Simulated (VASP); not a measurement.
# Sc (P6_3/mmc) in VASP: a series of runs, part 2 of 3

VASP 6.6.1.

### 3 Single point, PBEsol (strain +0.030 along x and y, +0.030 along z)

Contents of INCAR:

```
  ALGO = Fast
  EDIFF = 1E-7
  ENCUT = 520
  GGA = PS
  ISIF = 2
  ISMEAR = 0
  LASPH = T
  LCHARG = F
  LREAL = F
  LWAVE = F
  NBANDS = 18
  NELM = 80
  PREC = Accurate
  SIGMA = 0.15
```

Contents of KPOINTS:

```
k-points
0
Gamma
  18 18 10
```

Contents of POSCAR:

```
Sc
1.0
    3.4080618342      0.0000000000      0.0000000000
   -1.7040309171      2.9514681261      0.0000000000
    0.0000000000      0.0000000000      5.4260400000
Sc
2
Direct
    0.3333333333      0.6666666667      0.2500000000
    0.6666666667      0.3333333333      0.7500000000
```

Potentials or basis: VASP PAW PBE potentials, release 64 (Sc_sv).

Command:

```
> cat potpaw_PBE.64/Sc_sv/POTCAR > POTCAR
> mpirun -np 1 vasp_std > vasp.out
```

OUTCAR:

```text
EDIFF = 1E-7
   ENCUT = 520
   GGA = PS
   ISIF = 2
   ISMEAR = 0
   LASPH = T
   LREAL = F
   NELM = 80
   PREC = Accurate

 ion  position               nearest neighbor table
   1  0.333  0.667  0.250-   2 3.35   2 3.35   2 3.35   2 3.35   2 3.35   2 3.35
   2  0.667  0.333  0.750-   1 3.35   1 3.35   1 3.35   1 3.35   1 3.35   1 3.35

  LATTYP: Found a hexagonal cell.
 ALAT       =     3.4080618342
 C/A-ratio  =     1.5921190002

  Lattice vectors:

 A1 = (   3.4080618342,   0.0000000000,   0.0000000000)
 A2 = (  -1.7040309171,   2.9514681261,   0.0000000000)
 A3 = (   0.0000000000,   0.0000000000,   5.4260400000)

Analysis of symmetry for initial positions (statically):
=====================================================================
 Subroutine PRICEL returns:
 Original cell was already a primitive cell.

 Routine SETGRP: Setting up the symmetry group for a
 hexagonal supercell.

 Subroutine GETGRP returns: Found 24 space group operations
 (whereof 12 operations were pure point group operations)
 out of a pool of 24 trial point group operations.

The static configuration has the point symmetry D_3d.
 The point group associated with its full space group is D_6h.

Analysis of symmetry for dynamics (positions and initial velocities):
=====================================================================
 Subroutine PRICEL returns:
 Original cell was already a primitive cell.

 Routine SETGRP: Setting up the symmetry group for a
 hexagonal supercell.

 Subroutine GETGRP returns: Found 24 space group operations
 (whereof 12 operations were pure point group operations)
 out of a pool of 24 trial point group operations.

The dynamic configuration has the point symmetry D_3d.
 The point group associated with its full space group is D_6h.

 Subroutine INISYM returns: Found 24 space group operations
 (whereof 12 operations are pure point group operations),
 and found     1 'primitive' translations

----------------------------------------------------------------------------------------

                                     Primitive cell

  volume of cell :      54.5794

  direct lattice vectors                    reciprocal lattice vectors
     3.408061834  0.000000000  0.000000000     0.293421906  0.169407217  0.000000000
    -1.704030917  2.951468126  0.000000000     0.000000000  0.338814433  0.000000000
     0.000000000  0.000000000  5.426040000     0.000000000  0.000000000  0.184296467

  length of vectors
     3.408061834  3.408061834  5.426040000     0.338814433  0.338814433  0.184296467

  position of ions in fractional coordinates (direct lattice)
     0.333333333  0.666666667  0.250000000
     0.666666667  0.333333333  0.750000000

  ion indices of the primitive-cell ions
   primitive index   ion index
                 1           1
                 2           2

----------------------------------------------------------------------------------------

 KPOINTS: k-points

Automatic generation of k-mesh.
 Grid dimensions read from file:
 generate k-points for:   18   18   10

 Generating k-lattice:

  Cartesian coordinates                     Fractional coordinates (reciprocal lattice)
     0.016301217  0.009411512  0.000000000     0.055555556  0.000000000  0.000000000
     0.000000000  0.018823024  0.000000000     0.000000000  0.055555556  0.000000000
     0.000000000  0.000000000  0.018429647     0.000000000  0.000000000  0.100000000

  Length of vectors
     0.018823024  0.018823024  0.018429647

  Shift w.r.t. Gamma in fractional coordinates (k-lattice)
     0.000000000  0.000000000  0.000000000

 Subroutine IBZKPT returns following result:
 ===========================================

 Found    222 irreducible k-points:

 Following reciprocal coordinates:
            Coordinates               Weight
  0.000000  0.000000  0.000000      1.000000
  0.055556 -0.000000  0.000000      6.000000
  0.111111 -0.000000  0.000000      6.000000
  0.166667 -0.000000  0.000000      6.000000
  0.222222 -0.000000  0.000000      6.000000
  0.277778  0.000000  0.000000      6.000000
[... 16 lines left out ...]
  0.333333  0.111111  0.000000     12.000000
  0.388889  0.111111  0.000000     12.000000
 [... further k-points ...]
   k-points           NKPTS =    222   k-points in BZ     NKDIM =    222   number of bands    NBANDS=     18
   number of dos      NEDOS =    301   number of ions     NIONS =      2
   total plane-waves  NPLWV =  31360
   dimension x,y,z NGX =    28 NGY =   28 NGZ =   40
   dimension x,y,z NGXF=    56 NGYF=   56 NGZF=   80
   ions per type =               2
   NGX,Y,Z   is equivalent  to a cutoff of  13.66, 13.66, 12.26 a.u.
   NGXF,Y,Z  is equivalent  to a cutoff of  27.32, 27.32, 24.51 a.u.
 SYSTEM =  unknown system
   PREC   = accura    normal or accurate (medium, high low for compatibility)
   ISTART =      0    job   : 0-new  1-cont  2-samecut
   ICHARG =      2    charge: 1-file 2-atom 10-const
   ISPIN  =      1    spin polarized calculation?
   LNONCOLLINEAR =      F non collinear calculations
   LSORBIT =      F    spin-orbit coupling
   LASPH  =      T    aspherical Exc in radial PAW
   ENCUT  =  520.0 eV  38.22 Ry    6.18 a.u.   6.34  6.34 10.09*2*pi/ulx,y,z
   NELM   =     80;   NELMIN=  2; NELMDL= -5     # of ELM steps
   EDIFF  = 0.1E-06   stopping-criterion for ELM
   LREAL  =      F    real-space projection
   EDIFFG = 0.1E-05   stopping-criterion for IOM
   NSW    =      0    number of steps for IOM
   IBRION =     -1    ionic relax: 0-MD 1-quasi-New 2-CG
   NFREE  =      0    steps in history (QN), initial steepest desc. (CG)
   ISIF   =      2    stress and relaxation
   ISYM   =      2    0-nonsym 1-usesym 2-fastsym
   POTIM  = 0.5000    time-step for ionic-motion
   TEBEG  =    0.0;   TEEND  =   0.0 temperature during run
   PSTRESS=    0.0 pullay stress
   NELECT =      22.0000    total number of electrons
   NUPDOWN=      -1.0000    fix difference up-down
   EMIN   =  10.00;   EMAX   =-10.00  energy-range for DOS
   EFERMI =   0.00;   METHOD = LEGACY
   ISMEAR =     0;   SIGMA  =   0.15  broadening in eV -4-tet -1-fermi 0-gaus
   EFERMI_NEDOS =   21; number of points for ismear=-14 and -15
   IALGO  =     68    algorithm
   IMIX   =      4    mixing-type and parameters
     AMIX     =   0.40;   BMIX     =  1.00
     AMIX_MAG =   1.60;   BMIX_MAG =  1.00
  volume/ion in A,a.u.               =      27.29       184.16
  Fermi-wavevector in a.u.,A,eV,Ry     =   1.209315  2.285275 19.897751  1.462443
  Thomas-Fermi vector in A             =   2.344896
   LORBIT       =      0    0 simple, 1 ext, 2 COOP (PROOUT), +10 PAW based schemes
   GGA     = PS    functional components
   LHFCALC =     F    Hartree Fock is set to
   AEXX    =    0.0000 exact exchange contribution
   IVDW    =     0    specifies the selected vdW correction
   LEPSILON=     F    determine dielectric tensor
   LRPA    =     F    only Hartree local field effects (RPA)
 non-spin polarized calculation
 RMM-DIIS sequential band-by-band and
 Gauss-broadening in eV      SIGMA  =   0.15
  energy-cutoff  :      520.00
  volume of cell :       54.58
 maximum number of plane-waves:      1496
 NGX is ok and might be reduce to    28
   NGX = 13   NGY = 13   NGZ = 21

 number of electron      22.0000001 magnetization

 Free energy of the ion-electron system (eV)
  ---------------------------------------------------
  ext. energy  EPLUGINS =         0.00000000
  ---------------------------------------------------
  free energy    TOTEN  =       -13.07319869 eV

  energy without entropy =      -13.01980711  energy(sigma->0) =      -13.04650290

 E-fermi :   3.0093     XC(G=0):  -9.5825

 val. band max:        3.0063539147   @ k =   0.1667   0.1667   0.3000
 cond. band min:       3.0099151818   @ k =   0.1667  -0.0000   0.1000
 fundamental gap:      0.0035612671
 Fermi energy:         3.0092597469

 k-point     1 :       0.0000    0.0000    0.0000
  band No.  band energies     occupation
      1     -46.4698      2.00000
      2     -46.4271      2.00000
      3     -25.3031      2.00000
      4     -25.0647      2.00000
      5     -25.0647      2.00000
      6     -25.0212      2.00000
[... 10 lines left out ...]
     17       5.1586      0.00000
     18       5.1589      0.00000
[... 463 lines left out ...]
 k-point    24 :       0.3889    0.1111    0.0000
  band No.  band energies     occupation
      1     -46.4326      2.00000
      2     -46.4186      2.00000
      3     -25.2499      2.00000
      4     -25.2033      2.00000
      5     -25.1763      2.00000
      6     -25.1349      2.00000
[... 10 lines left out ...]
     17       6.3661      0.00000
     18       6.6823      0.00000

 [... further k-points ...]

------------------------ aborting loop because EDIFF is reached ----------------------------------------

  FORCE on cell =-STRESS in cart. coord.  units (eV):
  Direction    XX          YY          ZZ          XY          YZ          ZX
  --------------------------------------------------------------------------------------
  -------------------------------------------------------------------------------------
  Total       -2.0370747     -2.0370747     -2.4321074      0.0000000      0.0000000      0.0000000
  in kB      -59.7983187    -59.7983187    -71.3945024      0.0000000      0.0000000      0.0000000
  external PRESSURE =     -63.6637133 kB  Pullay stress =       0.0000000 kB

 VOLUME and BASIS-vectors are now :
 -----------------------------------------------------------------------------
  energy-cutoff  :      520.00
  volume of cell :       54.58
      direct lattice vectors                 reciprocal lattice vectors
     3.408061834  0.000000000  0.000000000     0.293421906  0.169407217  0.000000000
    -1.704030917  2.951468126  0.000000000     0.000000000  0.338814433  0.000000000
     0.000000000  0.000000000  5.426040000     0.000000000  0.000000000  0.184296467

 POSITION                                       TOTAL-FORCE (eV/Angst)
 -----------------------------------------------------------------------------------
     -0.00000      1.96765      1.35651        -0.000000      0.000000      0.000000
      1.70403      0.98382      4.06953         0.000000      0.000000      0.000000
 -----------------------------------------------------------------------------------
    total drift:                                0.000000     -0.000000      0.000000

  FREE ENERGIE OF THE ION-ELECTRON SYSTEM (eV)
  ---------------------------------------------------
  free  energy   TOTEN  =       -13.0731986889 eV

  energy  without entropy=      -13.0198071116  energy(sigma->0) =      -13.04650290
```

OSZICAR:

```text
N       E                     dE             d eps       ncg     rms          rms(c)
DAV:   1     0.361277975802E+03    0.36128E+03   -0.10830E+04  8024   0.126E+03
DAV:   2     0.606278431904E+01   -0.35522E+03   -0.34786E+03 10040   0.535E+02
DAV:   3    -0.144182325755E+02   -0.20481E+02   -0.19647E+02 13376   0.154E+02
[... 11 lines left out ...]
RMM:  15    -0.130731966002E+02   -0.37302E-05   -0.57536E-05 12093   0.401E-02    0.177E-03
RMM:  16    -0.130731982831E+02   -0.16830E-05   -0.17397E-05 12114   0.189E-02    0.134E-03
RMM:  17    -0.130731984045E+02   -0.12139E-06   -0.50111E-06 10661   0.122E-02    0.354E-04
RMM:  18    -0.130731986048E+02   -0.20030E-06   -0.18887E-06  9944   0.627E-03    0.111E-04
RMM:  19    -0.130731986889E+02   -0.84121E-07   -0.55164E-07  9278   0.381E-03
   1 F= -.13073199E+02 E0= -.13046503E+02  d E =-.533916E-01
```

stdout:

```text
POSCAR found type information on POSCAR Sc
 POSCAR found :  1 types and       2 ions
 scaLAPACK will be used
 -----------------------------------------------------------------------------
|                                                                             |
|                                                                             |
|     You enforced a specific xc type in the INCAR file but a different       |
|     I HOPE YOU KNOW WHAT YOU ARE DOING!                                     |
|                                                                             |
 -----------------------------------------------------------------------------

 LDA part: xc-table for (Slater+PW92), standard interpolation
 POSCAR, INCAR and KPOINTS ok, starting setup
 FFT: planning ... GRIDC
 FFT: planning ... GRID_SOFT
 FFT: planning ... GRID
 WAVECAR not read
 entering main loop
```

Wall time 3.4 min (1 thread of Intel Xeon Platinum 8559C (Emerald Rapids), shared host); peak memory 0.3 GiB.

What came out:

```yaml
Free_energy: -13.0732 eV
Pressure: -6.4 GPa
Band_gap_on_the_k_mesh: zero (band 11 reaches 3.84 eV, above the bottom of band 12 at 2.61 eV)
```

Stress tensor (GPa, compression positive):
```
-5.98  0.00  0.00
 0.00 -5.98  0.00
 0.00  0.00 -7.14
```

Caveat: the cell differs from its parent crystal (strain +0.030 along x and y, +0.030 along z); the PAW data sets were made with another functional, which shifts forces and pressure a little.

(Part 2 of 3 ends here.)
